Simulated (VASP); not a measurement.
Wanted: the native input for a VASP 6.6.1 run.

- Task: single point
- Functional: PBE
- Potentials or basis: VASP PAW PBE potentials, release 64 (Sn_d, Te)
- Cutoff: 520 eV
- k mesh: 10 × 10 × 10
- Occupations: gaussian, width 0.03 eV
- Spin: no spin polarisation
- Dipole correction: no
- Further INCAR settings: ALGO = Normal; EDIFF = 1e-06; NBANDS = 17

The structure of SnTe lies in POSCAR:

```
SnTe
1.0
    0.0000000000      3.2511950000      3.1091525000
    3.2511950000      0.0000000000      3.1091525000
    3.2511950000      3.2511950000      0.0000000000
Sn Te
1 1
Direct
    0.0000000000      0.0000000000      0.0000000000
    0.5000000000      0.5000000000      0.5000000000
```

This cell differs from its parent crystal: strain +0.030 along x and y, -0.015 along z.

The input as run:

INCAR

```
SYSTEM = SnTe
PREC = Accurate
ENCUT = 520
EDIFF = 1E-6
ISMEAR = 0
SIGMA = 0.03
LREAL = .FALSE.
LASPH = .TRUE.
NELM = 80
ALGO = Normal
ISIF = 2
LWAVE = .FALSE.
LCHARG = .FALSE.
GGA = PE
NBANDS = 17
```

KPOINTS

```
Automatic mesh
0
G
  10 10 10
  0 0 0
```

Potentials or basis: VASP PAW PBE potentials, release 64 (Sn_d, Te).

The run is started by

```sh
$ cat potpaw_PBE.64/Sn_d/POTCAR potpaw_PBE.64/Te/POTCAR > POTCAR
$ mpirun -np 1 vasp_std > vasp.out
```

Results of the run:

| Item | Value |
| --- | --- |
| Pressure | 0.2 GPa |
| Band gap on the k mesh | 0.05 eV, direct |

Caveat: the cell differs from its parent crystal (strain +0.030 along x and y, -0.015 along z); spin-orbit coupling is left out, which moves the levels of the heavy elements.

Wall time 47 s on 1 thread of Intel(R) Xeon(R) Platinum 8559C (Emerald Rapids) (shared host), peak memory 0.27 GiB.
